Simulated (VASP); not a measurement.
Crystal: Cu.

```
Cu
1.0
     4.55456    0.00000    0.00000
     0.00000    4.55456    0.00000
     0.00000    0.00000    4.55456
Cu
8
Cartesian
  0.0000 0.0000 0.0000
  2.2773 2.2773 2.2773
  1.1386 0.0000 2.2773
  3.4159 0.0000 2.2773
  2.2773 1.1386 0.0000
  2.2773 3.4159 0.0000
  0.0000 2.2773 1.1386
  0.0000 2.2773 3.4159
```

* Program: VASP 6.6.1
* Task: relaxation of cell and atoms
* Functional: RPBE
* Potentials or basis: VASP PAW PBE potentials, release 64 (Cu)
* Cutoff: 600 eV
* k mesh: 6 × 6 × 6
* Occupations: fermi-dirac, width 0.1 eV
* Spin: no spin polarisation

At the start: pressure 11.3 GPa; volume 11.81 Å³/atom.

Problem. How do energy, volume and symmetry change on relaxing?

Solution. Over 3 steps the energy falls by 32.3 meV/atom and the volume is 12.80 Å³/atom (+8.4 %); space group Pm-3n (No. 223, to 0.1 Å) before and after.

The path:
```
step  energy change (eV)  largest force (eV/Å)  pressure (GPa)  volume (Å³)
   1              0.0000                0.0000           11.28        94.48
   2             -0.2110                0.0000           -3.83       106.31
   3             -0.2585                0.0000            0.07       102.43
```

Final structure:
```yaml
crystal:
  lattice:
    - [4.67892, 0.00000, 0.00000]
    - [0.00000, 4.67892, 0.00000]
    - [0.00000, 0.00000, 4.67892]
  atoms:
    - { symbol: Cu, position: [0.00000, 0.00000, 0.00000] }
    - { symbol: Cu, position: [0.50000, 0.50000, 0.50000] }
    - { symbol: Cu, position: [0.25000, 0.00000, 0.50000] }
    - { symbol: Cu, position: [0.75000, 0.00000, 0.50000] }
    - { symbol: Cu, position: [0.50000, 0.25000, 0.00000] }
    - { symbol: Cu, position: [0.50000, 0.75000, 0.00000] }
    - { symbol: Cu, position: [0.00000, 0.50000, 0.25000] }
    - { symbol: Cu, position: [0.00000, 0.50000, 0.75000] }
```

Caveat: the PAW data sets were made with another functional, which shifts forces and pressure a little.
